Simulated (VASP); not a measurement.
Input of a VASP 6.6.1 run:

INCAR

```
SYSTEM = In2O3
  PREC = Accurate
  ENCUT = 520
  EDIFF = 1E-6
  ISMEAR = 0
  SIGMA = 0.1
  LREAL = .FALSE.
  LASPH = .TRUE.
  NELM = 150
  ALGO = Normal
  ISIF = 2
  LWAVE = .FALSE.
  LCHARG = .TRUE.
  ISPIN = 2
  MAGMOM = 0 0 1 1 1
  LORBIT = 11
  GGA = PE
  LELF = .TRUE.
  LVHAR = .TRUE.
  NBANDS = 34
```

File KPOINTS:

```
Automatic mesh
0
G
  4 4 4
  0 0 0
```

File POSCAR:

```
In2O3
1.0
    0.0000000000      5.8855489632      2.5824225342
    2.5821637065      0.0000000000      2.5824225342
    2.5821637065      5.8855489632      0.0000000000
In O
2 3
Direct
    0.3917994178      0.1082005822      0.3917994178
    0.1082005822      0.3917994178      0.1082005822
    0.8227109261      0.1772890739      0.8227109261
    0.1772890739      0.8227109261      0.1772890739
    0.5000000000      0.5000000000      0.5000000000
```

Potentials or basis: VASP PAW PBE potentials, release 64 (In_d, O).

Run with:

```console
$ cat potpaw_PBE.64/In_d/POTCAR potpaw_PBE.64/O/POTCAR > POTCAR
$ mpirun -np 1 vasp_std > vasp.out
```

(1) Predict the pressure.

(2) What does it give for the band gap on the k mesh?

(3) What does it give for the net moment?

## Answers

(1) 0.4 GPa.

(2) 0.26 eV (least direct gap 0.45 eV).

(3) 0.00 μB per cell.

Caveat: the k points lie up to 0.45 Å⁻¹ apart; semilocal functionals underestimate gaps, and a narrow one can read as zero; spin-orbit coupling is left out, which moves the levels of the heavy elements.
